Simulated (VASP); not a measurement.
# C (C2/m) in VASP: further runs, part 2 of 2

VASP 6.6.1.

## 5. Relaxation of cell and atoms, revPBE

Input file INCAR:

```
ALGO = Normal
EDIFF = 1E-7
EDIFFG = -0.01
ENCUT = 600
GGA = RE
IBRION = 2
ISIF = 3
ISMEAR = -1
LASPH = T
LCHARG = F
LREAL = F
LWAVE = F
NELM = 60
NSW = 60
PREC = Accurate
SIGMA = 0.05
```

Input file KPOINTS:

```
k-points
0
Gamma
  13 13 8
```

Input file POSCAR:

```
C
1.0
    2.1273203072     -1.2282824400      0.0000000000
    2.1273203072      1.2282824400      0.0000000000
   -1.3790696309      0.0000000000      3.5028300786
C
2
Direct
    0.1666444700      0.1666444700      0.9999069600
    0.8333555300      0.8333555300      0.0000930400
```

Potentials or basis: VASP PAW PBE potentials, release 64 (C).

Command:

```
> cat potpaw_PBE.64/C/POTCAR > POTCAR
> mpirun -np 1 vasp_std > vasp.out
```

OUTCAR:

```text
EDIFF = 1E-7
   EDIFFG = -0.01
   ENCUT = 600
   GGA = RE
   IBRION = 2
   ISIF = 3
   ISMEAR = -1
   LASPH = T
   LREAL = F
   NELM = 60
   NSW = 60
   PREC = Accurate

 ion  position               nearest neighbor table
   1  0.167  0.167  1.000-   2 1.42   2 1.42   2 1.42
   2  0.833  0.833  0.000-   1 1.42   1 1.42   1 1.42

  LATTYP: Found a base centered monoclinic cell.
 ALAT       =     4.2546406144
 B/A-ratio  =     0.5773848141
 C/A-ratio  =     0.8848045598
 COS(beta)  =    -0.3663329314

  Lattice vectors:

 A1 = (   2.1273203072,  -1.2282824400,   0.0000000000)
 A2 = (   2.1273203072,   1.2282824400,   0.0000000000)
 A3 = (  -1.3790696309,   0.0000000000,   3.5028300786)

Analysis of symmetry for initial positions (statically):
[... 549 lines left out ...]

 [... further k-points ...]

[... ionic steps 4 to 19 ...]

--------------------------------------- Ionic step       20  -------------------------------------------

 number of electron       7.9999999 magnetization

------------------------ aborting loop because EDIFF is reached ----------------------------------------
[... 67 lines left out ...]
--------------------------------------- Ionic step       22  -------------------------------------------

 number of electron       7.9999999 magnetization

 Free energy of the ion-electron system (eV)
  ---------------------------------------------------
  ext. energy  EPLUGINS =         0.00000000
  ---------------------------------------------------
  free energy    TOTEN  =       -17.75053875 eV

  energy without entropy =      -17.75053870  energy(sigma->0) =      -17.75053872

 E-fermi :   2.8630     XC(G=0):  -8.4796

 val. band max:        2.1915109128   @ k =  -0.3077   0.3077   0.0000
 cond. band min:       3.5529435664   @ k =  -0.3077   0.3846   0.2500
 fundamental gap:      1.3614326536
 Fermi energy:         2.8629509584

 k-point     1 :       0.0000    0.0000    0.0000
  band No.  band energies     occupation
      1     -16.6616      2.00000
      2      -4.4405      2.00000
      3      -0.1845      2.00000
      4      -0.1781      2.00000
      5       6.2841      0.00000
      6      11.1055      0.00000
      7      11.1085      0.00000
      8      14.1981      0.00000
[... 282 lines left out ...]
  FREE ENERGIE OF THE ION-ELECTRON SYSTEM (eV)
  ---------------------------------------------------
  free  energy   TOTEN  =       -17.7505387473 eV

  energy  without entropy=      -17.7505387005  energy(sigma->0) =      -17.75053872

 reached required accuracy - stopping structural energy minimisation
```

CONTCAR:

```text
C
   1.00000000000000
     2.1429495234594316   -1.2374511890531472   -0.0035386310716916
     2.1429495234594316    1.2374511890531472   -0.0035386310716916
    -1.3948849831093713    0.0000000000000000    4.2559822582350284
  C
     2
Direct
     0.1666974898983808    0.1666974898983808    0.0000287093365720
     0.8333025101016197    0.8333025101016197    0.9999712906634279

  0.00000000E+00  0.00000000E+00  0.00000000E+00
  0.00000000E+00  0.00000000E+00  0.00000000E+00
```

It took 5.2 min on 1 thread of Intel Xeon 6975P-C (Granite Rapids), shared host; peak memory 0.16 GiB.

Results:

```
Free energy                            : -17.7505 eV
Relaxed volume                         : 11.28 Å³/atom
Relaxed cell                           : a = 2.475 Å, b = 2.475 Å, c = 4.479 Å, α = 105.73°, β = 105.73°, γ = 60.01°
Space group after relaxing (to 0.05 Å) : R-3m (No. 166)
Energy gained by relaxing              : 21.8 meV/atom
Ionic steps                            : 22
Pressure after relaxing                : 0.1 GPa
Largest force after relaxing           : 0.009 eV/Å
Band gap on the k mesh                 : 1.36 eV, indirect (the least direct gap lies 1.1 meV higher)
```

Forces in eV/Å, atoms in the order of the input:
```
C   -0.008  0.000 -0.005
C    0.008  0.000  0.005
```

The path:
| step | energy change (eV) | largest force (eV/Å) | pressure (GPa) | volume (Å³) |
| --- | --- | --- | --- | --- |
| 1 | 0.0000 | 0.0047 | 6.69 | 18.31 |
| 2 | 0.0224 | 0.0076 | -10.21 | 19.34 |
| 3 | -0.0077 | 0.0021 | 0.57 | 18.65 |
| 4 | -0.0110 | 0.0042 | 0.50 | 18.81 |
| 5 | -0.0193 | 0.0215 | 0.34 | 19.31 |
| 6 | -0.0314 | 0.0575 | 0.11 | 20.30 |
| 7 | -0.0428 | 0.1318 | -0.32 | 22.28 |
| 8 | 0.0692 | 3.2699 | 7.50 | 22.45 |
| 9 | -0.0433 | 0.0266 | 0.04 | 22.29 |
| 10 | -0.0433 | 0.0368 | 0.09 | 22.29 |
| 11 | -0.0433 | 0.0400 | 0.10 | 22.29 |
| 12 | -0.0418 | 0.3072 | 0.70 | 22.39 |
| 13 | -0.0433 | 0.0152 | 0.19 | 22.31 |
| 14 | -0.0433 | 0.0633 | -0.58 | 22.49 |
| 15 | -0.0434 | 0.0265 | -0.12 | 22.38 |
| 16 | -0.0435 | 0.0206 | -0.08 | 22.43 |
| 17 | -0.0435 | 0.0181 | -0.03 | 22.45 |
| 18 | -0.0435 | 0.0140 | 0.01 | 22.50 |
| 19 | -0.0436 | 0.0127 | 0.03 | 22.52 |
| 20 | -0.0436 | 0.0129 | 0.08 | 22.57 |
| 21 | -0.0436 | 0.0103 | 0.07 | 22.56 |
| 22 | -0.0436 | 0.0090 | 0.07 | 22.56 |

Final structure:
```
C
1.0
     2.14295   -1.23745   -0.00354
     2.14295    1.23745   -0.00354
    -1.39488    0.00000    4.25598
C
2
Direct
  0.16670 0.16670 0.00003
  0.83330 0.83330 0.99997
```

Caveat: the volume moved by over 15 % at a fixed basis, so the end points are rough; the PAW data sets were made with another functional, which shifts forces and pressure a little; this functional lacks dispersion, which binds the layers, so the pressure and a relaxed spacing across them are unreliable. A k mesh can miss the band edges.

## 6. Relaxation of cell and atoms, BLYP+D3(BJ)

Input file INCAR:

```
  PREC = Accurate
  ENCUT = 600
  EDIFF = 1E-6
  ISMEAR = -1
  SIGMA = 0.05
  LREAL = False
  LASPH = True
  NELM = 60
  ALGO = Normal
  ISIF = 3
  LWAVE = False
  LCHARG = False
  GGA = B5
  ALDAX = 1.0
  AGGAX = 1.0
  AGGAC = 1.0
  ALDAC = 0.0
  IVDW = 12
  IBRION = 2
  NSW = 60
  EDIFFG = -0.01
  VDW_S6 = 1.0
  VDW_S8 = 2.6996
  VDW_A1 = 0.4298
  VDW_A2 = 4.2359
```

Input file KPOINTS:

```
regular mesh
0
Gamma
  13 13 8
```

POSCAR is that of step 5.

Potentials or basis: VASP PAW PBE potentials, release 64 (C).

Command:

```
> cat potpaw_PBE.64/C/POTCAR > POTCAR
> mpirun -np 1 vasp_std > vasp.out
```

It took 2.4 min on 1 thread of Intel Xeon 6975P-C (Granite Rapids), shared host; peak memory 0.18 GiB.

It converged, with:

| Item | Value |
| --- | --- |
| Free energy | -17.8800 eV |
| Relaxed volume | 8.60 Å³/atom |
| Relaxed cell | a = 2.470 Å, b = 2.470 Å, c = 3.542 Å, α = 109.90°, β = 109.90°, γ = 59.98° |
| Space group after relaxing (to 0.05 Å) | R-3m (No. 166) |
| Energy gained by relaxing | 8.8 meV/atom |
| Ionic steps | 10 |
| Pressure after relaxing | 0.0 GPa |
| Largest force after relaxing | 0.009 eV/Å |
| Band gap on the k mesh | 0.59 eV, direct |
| Dispersion energy per atom | -0.307 eV |

Forces in eV/Å, atoms in the order of the input:
```
C    0.008  0.000 -0.004
C   -0.008  0.000  0.004
```

Stress tensor (GPa, compression positive):
```
-0.16  0.00 -0.06
 0.00  0.16  0.00
-0.06  0.00  0.02
```

The path:
| step | energy change (eV) | largest force (eV/Å) | pressure (GPa) | volume (Å³) |
| --- | --- | --- | --- | --- |
| 1 | 0.0000 | 0.0024 | 4.05 | 18.31 |
| 2 | 0.0237 | 0.0084 | -12.34 | 18.92 |
| 3 | -0.0055 | 0.0012 | -1.31 | 18.49 |
| 4 | -0.0055 | 0.0012 | -1.17 | 18.49 |
| 5 | -0.0074 | 0.0032 | -1.11 | 18.36 |
| 6 | -0.0125 | 0.0154 | -0.80 | 17.99 |
| 7 | -0.0176 | 0.0401 | 0.07 | 17.25 |
| 8 | -0.0176 | 0.0416 | 0.18 | 17.21 |
| 9 | -0.0141 | 0.5216 | -1.06 | 17.20 |
| 10 | -0.0176 | 0.0092 | 0.01 | 17.21 |

Final structure:
```cif
data_structure
_symmetry_space_group_name_H-M 'P 1'
_symmetry_Int_Tables_number 1
_cell_length_a 2.4700
_cell_length_b 2.4700
_cell_length_c 3.5423
_cell_angle_alpha 109.905
_cell_angle_beta 109.905
_cell_angle_gamma 59.979
_cell_volume 17.21
loop_
_atom_site_label
_atom_site_type_symbol
_atom_site_fract_x
_atom_site_fract_y
_atom_site_fract_z
_atom_site_occupancy
C1 C 0.16657 0.16657 0.99979 1
C2 C 0.83343 0.83343 0.00021 1
```

Levels at points of the mesh, in eV from the valence-band top:
| k point | band 1 | band 2 | band 3 | band 4 | band 5 | band 6 | band 7 | band 8 |
| --- | --- | --- | --- | --- | --- | --- | --- | --- |
| (0.00, 0.00, 0.00) | -19.38 | -6.11 | -2.97 | -2.97 | 4.79 | 8.57 | 8.57 | 11.32 |
| (0.00, 0.00, 0.50) | -19.00 | -8.38 | -3.00 | -2.99 | 8.50 | 8.51 | 11.55 | 11.59 |

Caveat: the PAW data sets were made with another functional, which shifts forces and pressure a little. A k mesh can miss the band edges.

## 7. Overview

| task | level | cell | cutoff (eV) | smearing | gap on the mesh (eV) | pressure (GPa) | relaxed volume (Å³/atom) | largest force (eV/Å) |
| --- | --- | --- | --- | --- | --- | --- | --- | --- |
| single point | PBE | as given | 520 | gaussian 0.016 eV | 0.93 | 4.2 | - | - |
| single point | PBE | as given | 520 | gaussian 0.029 eV | 0.93 | 4.2 | - | - |
| single point | PBE | as given | 520 | gaussian 0.03 eV | 0.93 | 4.2 | - | - |
| relaxation of cell and atoms | revPBE | relaxed | 600 | fermi-dirac 0.05 eV | 1.36 | 0.1 | 11.28 | 0.01 |
| relaxation of cell and atoms | BLYP+D3(BJ) | relaxed | 600 | fermi-dirac 0.05 eV | 0.59 | 0.0 | 8.60 | 0.01 |

Alike in all rows: potentials or basis VASP PAW PBE potentials, release 64 (C); no spin polarisation; k mesh 13 × 13 × 8.

On the cell as given the gap runs from 0.93 eV (PBE) to 0.93 eV (PBE).

Caveats: this functional lacks dispersion, which binds the layers, so the pressure and a relaxed spacing across them are unreliable (some runs); the PAW data sets were made with another functional, which shifts forces and pressure a little (some runs); the volume moved by over 15 % at a fixed basis, so the end points are rough (some runs).

Total energies depend on the potentials used, so only differences within one code and one set of settings carry meaning.
